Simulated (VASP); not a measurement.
# CuSi16 (a cell with a defect) in VASP: single point with PBE

Aim: the single point of CuSi16 (a cell with a defect) with PBE.

Everything below comes from runs of VASP 6.6.1. Logs are shortened: lines on timing, memory, paths and dates and some standing lists are left out, and cuts for length are marked.

### 1 The cell of the first run

The cell holds a defect, 17 atoms: a = 7.679 Å, b = 7.679 Å, c = 7.679 Å, α = 60.00°, β = 60.00°, γ = 60.00°.

### 2 Single point, PBE

The input, INCAR:

```
SYSTEM = CuSi16
PREC     = Accurate       ! precision mode
ENCUT    = 520            ! plane-wave cutoff, eV
EDIFF    = 1E-6           ! SCF threshold, eV
ISMEAR   = -1             ! smearing method
SIGMA    = 0.05           ! smearing width, eV
LREAL    = Auto         
LASPH    = .True.         ! aspherical terms in the spheres
NELM     = 80             ! most SCF steps
ALGO     = Normal         ! electronic algorithm
ISIF     = 2              ! what is computed and relaxed
LWAVE    = .False.        ! write WAVECAR
LCHARG   = .False.        ! write CHGCAR
GGA      = PE             ! functional
NBANDS   = 52             ! bands
NELECT   = 74.0
```

The input, KPOINTS:

```
regular mesh
0
Gamma
  2 2 2
  0 0 0
```

The input, POSCAR:

```
CuSi16
1.0
    0.0000000000      5.4300000000      5.4300000000
    5.4300000000      0.0000000000      5.4300000000
    5.4300000000      5.4300000000      0.0000000000
Si Cu
16 1
Direct
    0.0294525783     -0.0017755985     -0.0263936464
    0.1178766114      0.1235287293      0.1278101289
   -0.0111953959     -0.0015016575      0.5026147330
    0.1264255064      0.1349671271      0.6034317680
   -0.0129244936      0.5025255985      0.0075134438
    0.1179194291      0.6302958564      0.1279089319
   -0.0111867403      0.5098460405      0.5026974217
    0.1141549724      0.6256404236      0.6344186924
    0.5068625230     -0.0049096685      0.0018737569
    0.6582680479      0.1139520258      0.1134231123
    0.5084236648      0.0007923573      0.4897592081
    0.6145357274      0.1276197053      0.6296077348
    0.5068863720      0.4957438306      0.0019416206
    0.6125871087      0.6231018416      0.1408731123
    0.4876811234      0.4998855433      0.5123809392
    0.6145421731      0.6280029466      0.6296725599
    0.2871744936      0.2550601289      1.2021811234
```

Potentials or basis: VASP PAW PBE potentials, release 64 (Si, Cu).

Launch:

```bash
cat potpaw_PBE.64/Si/POTCAR potpaw_PBE.64/Cu/POTCAR > POTCAR
mpirun -np 1 vasp_std > vasp.out
```

OUTCAR:

```text
SYSTEM = CuSi16
   PREC = Accurate
   ENCUT = 520
   EDIFF = 1E-6
   ISMEAR = -1
   LREAL = Auto
   LASPH = .True.
   NELM = 80
   ISIF = 2
   GGA = PE
   NELECT = 74.0

 ion  position               nearest neighbor table
   1  0.029  0.998  0.974-   6 2.32   2 2.32   4 2.33  10 2.33
   2  0.118  0.124  0.128-   1 2.32   3 2.35   5 2.38  17 2.38   9 2.44
   3  0.989  0.998  0.503-   8 2.34  12 2.35   2 2.35   4 2.36
   4  0.126  0.135  0.603-   1 2.33   7 2.36   3 2.36  11 2.40  17 2.52
   5  0.987  0.503  0.008-   8 2.34  14 2.35   2 2.38   6 2.38  17 2.72
   6  0.118  0.630  0.128-   1 2.32   7 2.35   5 2.38  17 2.38  13 2.44
   7  0.989  0.510  0.503-   8 2.34  16 2.35   6 2.35   4 2.36
   8  0.114  0.626  0.634-   7 2.34   3 2.34   5 2.34  15 2.34
   9  0.507  0.995  0.002-  14 2.34  12 2.34  10 2.40   2 2.44  17 2.51
  10  0.658  0.114  0.113-   1 2.33  17 2.34  11 2.37  13 2.40   9 2.40
  11  0.508  0.001  0.490-  12 2.34  16 2.34  10 2.37   4 2.40  17 2.77
  12  0.615  0.128  0.630-  15 2.33   9 2.34  11 2.34   3 2.35
  13  0.507  0.496  0.002-  14 2.34  16 2.34  10 2.40   6 2.44  17 2.51
  14  0.613  0.623  0.141-  15 2.33   9 2.34  13 2.34   5 2.35
  15  0.488  0.500  0.512-  14 2.33  12 2.33  16 2.33   8 2.34
  16  0.615  0.628  0.630-  15 2.33  13 2.34  11 2.34   7 2.35
  17  0.287  0.255  0.202-  10 2.34   2 2.38   6 2.38   9 2.51  13 2.51   4 2.52   5 2.72  11 2.77

  LATTYP: Found a face centered cubic cell.
 ALAT       =    10.8600000000

  Lattice vectors:

 A1 = (   0.0000000000,   5.4300000000,   5.4300000000)
 A2 = (   5.4300000000,   0.0000000000,   5.4300000000)
 A3 = (   5.4300000000,   5.4300000000,   0.0000000000)

Analysis of symmetry for initial positions (statically):
=====================================================================
 Subroutine PRICEL returns:
 Original cell was already a primitive cell.

 Routine SETGRP: Setting up the symmetry group for a
 face centered cubic supercell.

 Subroutine GETGRP returns: Found  1 space group operations
 (whereof  1 operations were pure point group operations)
 out of a pool of 48 trial point group operations.

The static configuration has the point symmetry C_1 .

Analysis of symmetry for dynamics (positions and initial velocities):
=====================================================================
 Subroutine PRICEL returns:
 Original cell was already a primitive cell.

 Routine SETGRP: Setting up the symmetry group for a
 face centered cubic supercell.

 Subroutine GETGRP returns: Found  1 space group operations
 (whereof  1 operations were pure point group operations)
 out of a pool of 48 trial point group operations.

The dynamic configuration has the point symmetry C_1 .

 Subroutine INISYM returns: Found  1 space group operations
 (whereof  1 operations are pure point group operations),
 and found     1 'primitive' translations

----------------------------------------------------------------------------------------

                                     Primitive cell

  volume of cell :     320.2060

  direct lattice vectors                    reciprocal lattice vectors
     0.000000000  5.430000000  5.430000000    -0.092081031  0.092081031  0.092081031
     5.430000000  0.000000000  5.430000000     0.092081031 -0.092081031  0.092081031
     5.430000000  5.430000000  0.000000000     0.092081031  0.092081031 -0.092081031

  length of vectors
     7.679179644  7.679179644  7.679179644     0.159489025  0.159489025  0.159489025

  position of ions in fractional coordinates (direct lattice)
     0.029452578  0.998224402  0.973606354
     0.117876611  0.123528729  0.127810129
     0.988804604  0.998498342  0.502614733
     0.126425506  0.134967127  0.603431768
     0.987075506  0.502525599  0.007513444
     0.117919429  0.630295856  0.127908932
[... 9 lines left out ...]
     0.614542173  0.628002947  0.629672560
     0.287174494  0.255060129  0.202181123

  ion indices of the primitive-cell ions
   primitive index   ion index
                 1           1
                 2           2
                 3           3
                 4           4
                 5           5
                 6           6
[... 9 lines left out ...]
                16          16
                17          17

----------------------------------------------------------------------------------------

 KPOINTS: regular mesh

Automatic generation of k-mesh.
 Grid dimensions read from file:
 generate k-points for:    2    2    2

 Generating k-lattice:

  Cartesian coordinates                     Fractional coordinates (reciprocal lattice)
    -0.046040516  0.046040516  0.046040516     0.500000000  0.000000000  0.000000000
     0.046040516 -0.046040516  0.046040516     0.000000000  0.500000000  0.000000000
     0.046040516  0.046040516 -0.046040516     0.000000000  0.000000000  0.500000000

  Length of vectors
     0.079744512  0.079744512  0.079744512

  Shift w.r.t. Gamma in fractional coordinates (k-lattice)
     0.000000000  0.000000000  0.000000000

 Subroutine IBZKPT returns following result:
 ===========================================

 Found      8 irreducible k-points:

 Following reciprocal coordinates:
            Coordinates               Weight
  0.000000  0.000000  0.000000      1.000000
  0.500000  0.000000  0.000000      1.000000
  0.000000  0.500000  0.000000      1.000000
  0.000000  0.000000  0.500000      1.000000
  0.500000  0.500000  0.500000      1.000000
  0.500000  0.500000  0.000000      1.000000
  0.000000  0.500000  0.500000      1.000000
  0.500000  0.000000  0.500000      1.000000
   k-points           NKPTS =      8   k-points in BZ     NKDIM =      8   number of bands    NBANDS=     52
   number of dos      NEDOS =    301   number of ions     NIONS =     17
   total plane-waves  NPLWV = 216000
   dimension x,y,z NGX =    60 NGY =   60 NGZ =   60
   dimension x,y,z NGXF=   120 NGYF=  120 NGZF=  120
   ions per type =              16   1
   NGX,Y,Z   is equivalent  to a cutoff of  12.99, 12.99, 12.99 a.u.
   NGXF,Y,Z  is equivalent  to a cutoff of  25.98, 25.98, 25.98 a.u.
 SYSTEM =  CuSi16
   PREC   = accura    normal or accurate (medium, high low for compatibility)
   ISTART =      0    job   : 0-new  1-cont  2-samecut
   ICHARG =      2    charge: 1-file 2-atom 10-const
   ISPIN  =      1    spin polarized calculation?
   LNONCOLLINEAR =      F non collinear calculations
   LSORBIT =      F    spin-orbit coupling
   LASPH  =      T    aspherical Exc in radial PAW
   ENCUT  =  520.0 eV  38.22 Ry    6.18 a.u.  14.28 14.28 14.28*2*pi/ulx,y,z
   NELM   =     80;   NELMIN=  2; NELMDL= -5     # of ELM steps
   EDIFF  = 0.1E-05   stopping-criterion for ELM
   LREAL  =      T    real-space projection
   EDIFFG = 0.1E-04   stopping-criterion for IOM
   NSW    =      0    number of steps for IOM
   IBRION =     -1    ionic relax: 0-MD 1-quasi-New 2-CG
   NFREE  =      0    steps in history (QN), initial steepest desc. (CG)
   ISIF   =      2    stress and relaxation
   ISYM   =      2    0-nonsym 1-usesym 2-fastsym
   POTIM  = 0.5000    time-step for ionic-motion
   TEBEG  =    0.0;   TEEND  =   0.0 temperature during run
   PSTRESS=    0.0 pullay stress
   NELECT =      74.0000    total number of electrons
   NUPDOWN=      -1.0000    fix difference up-down
   EMIN   =  10.00;   EMAX   =-10.00  energy-range for DOS
   EFERMI =   0.00;   METHOD = LEGACY
   ISMEAR =    -1;   SIGMA  =   0.05  broadening in eV -4-tet -1-fermi 0-gaus
   EFERMI_NEDOS =   21; number of points for ismear=-14 and -15
   IALGO  =     38    algorithm
   IMIX   =      4    mixing-type and parameters
     AMIX     =   0.40;   BMIX     =  1.00
     AMIX_MAG =   1.60;   BMIX_MAG =  1.00
  volume/ion in A,a.u.               =      18.84       127.11
  Fermi-wavevector in a.u.,A,eV,Ry     =   1.004636  1.898488 13.732283  1.009294
  Thomas-Fermi vector in A             =   2.137265
   LORBIT       =      0    0 simple, 1 ext, 2 COOP (PROOUT), +10 PAW based schemes
   GGA     = PE    functional components
[... 5 lines left out ...]
 non-spin polarized calculation
  energy-cutoff  :      520.00
  volume of cell :      320.21
 maximum number of plane-waves:      8646
 NGX is ok and might be reduce to    60
   NGX = 29   NGY = 29   NGZ = 29

 number of electron      73.9999996 magnetization

 Free energy of the ion-electron system (eV)
  ---------------------------------------------------
  ext. energy  EPLUGINS =         0.00000000
  ---------------------------------------------------
  free energy    TOTEN  =       -94.22049984 eV

  energy without entropy =      -94.21264986  energy(sigma->0) =      -94.21657485

 E-fermi :   6.3894     XC(G=0):  -9.6082

 val. band max:        6.2585472483   @ k =   0.0000   0.0000   0.0000
 cond. band min:       6.5082176403   @ k =   0.0000   0.0000   0.0000
 fundamental gap:      0.2496703920
 Fermi energy:         6.3893538323

 k-point     1 :       0.0000    0.0000    0.0000
  band No.  band energies     occupation
      1      -5.8952      2.00000
      2      -3.5381      2.00000
      3      -3.5119      2.00000
      4      -3.4827      2.00000
      5      -3.4682      2.00000
      6      -2.0371      2.00000
[... 41 lines left out ...]
     48       8.4701      0.00000
     49       8.6613      0.00000

 k-point     2 :       0.5000    0.0000    0.0000
  band No.  band energies     occupation
      1      -5.1914      2.00000
      2      -4.9805      2.00000
      3      -3.3241      2.00000
      4      -3.2061      2.00000
      5      -3.1654      2.00000
      6      -3.0366      2.00000
[... 41 lines left out ...]
     48       9.7488      0.00000
     49       9.8480      0.00000

 k-point     3 :       0.0000    0.5000    0.0000
  band No.  band energies     occupation
      1      -5.2144      2.00000
      2      -4.9479      2.00000
      3      -3.2990      2.00000
      4      -3.2645      2.00000
      5      -3.1635      2.00000
      6      -3.0378      2.00000
[... 249 lines left out ...]
     48      10.4906      0.00000
     49      10.5159      0.00000

 k-point     8 :       0.5000    0.0000    0.5000
  band No.  band energies     occupation
      1      -4.9274      2.00000
      2      -4.7284      2.00000
      3      -3.8731      2.00000
      4      -3.7699      2.00000
      5      -3.7575      2.00000
      6      -3.7325      2.00000
[... 41 lines left out ...]
     48      10.4835      0.00000
     49      10.5282      0.00000
 [bands above 49 left out]

------------------------ aborting loop because EDIFF is reached ----------------------------------------

  FORCE on cell =-STRESS in cart. coord.  units (eV):
  Direction    XX          YY          ZZ          XY          YZ          ZX
  --------------------------------------------------------------------------------------
  -------------------------------------------------------------------------------------
  Total       -1.5393869     -2.0987453     -1.5428676     -0.2258657      0.2281058      0.2745643
  in kB       -7.7024500    -10.5012462     -7.7198659     -1.1301379      1.1413463      1.3738050
  external PRESSURE =      -8.6411874 kB  Pullay stress =       0.0000000 kB

 VOLUME and BASIS-vectors are now :
 -----------------------------------------------------------------------------
  energy-cutoff  :      520.00
  volume of cell :      320.21
      direct lattice vectors                 reciprocal lattice vectors
     0.000000000  5.430000000  5.430000000    -0.092081031  0.092081031  0.092081031
     5.430000000  0.000000000  5.430000000     0.092081031 -0.092081031  0.092081031
     5.430000000  5.430000000  0.000000000     0.092081031  0.092081031 -0.092081031

 POSITION                                       TOTAL-FORCE (eV/Angst)
 -----------------------------------------------------------------------------------
     10.70704      5.44661      5.58029         0.008518     -0.011105     -0.007804
      1.36477      1.33408      1.31083        -0.009987     -0.004010     -0.003747
      8.15104      8.09841     10.79106        -0.004314      0.001108      0.001599
      4.00951      3.96312      1.41936         0.005198      0.003135     -0.005275
      2.76951      5.40062      8.08853        -0.004225      0.003688      0.004186
      4.11705      1.33485      4.06281         0.003999     -0.004364      0.010329
[... 9 lines left out ...]
      6.82918      6.75609      6.74702         0.001835      0.004201      0.002198
      2.48282      2.65720      2.94433         0.009341     -0.012796     -0.009008
 -----------------------------------------------------------------------------------
    total drift:                               -0.000011      0.001023      0.001772

  FREE ENERGIE OF THE ION-ELECTRON SYSTEM (eV)
  ---------------------------------------------------
  free  energy   TOTEN  =       -94.2204998423 eV

  energy  without entropy=      -94.2126498602  energy(sigma->0) =      -94.21657485
```

Wall time 4.5 min (1 thread of AMD EPYC 9R45 (Zen 5), shared host); peak memory 0.46 GiB.

What came out:

```yaml
Free_energy: -94.2205 eV
Largest_force: 0.018 eV/Å
```

Forces on the atoms (eV/Å):
```
Si   0.009 -0.011 -0.008
Si  -0.010 -0.004 -0.004
Si  -0.004  0.001  0.002
Si   0.005  0.003 -0.005
Si  -0.004  0.004  0.004
Si   0.004 -0.004  0.010
Si  -0.003  0.001  0.003
Si  -0.001  0.004  0.001
Si  -0.007 -0.001 -0.005
Si  -0.003  0.003  0.003
Si   0.006 -0.002 -0.006
Si  -0.003  0.004 -0.002
Si   0.006 -0.001  0.007
Si  -0.004  0.007  0.005
Si  -0.002  0.005  0.002
Si   0.002  0.004  0.002
Cu   0.009 -0.013 -0.009
```

Caveat: the k points lie up to 0.50 Å⁻¹ apart; the cell carries a net charge on a neutralising background, which shifts energy and pressure; the cell is charged against a uniform background, so pressure and absolute levels hang on convention.
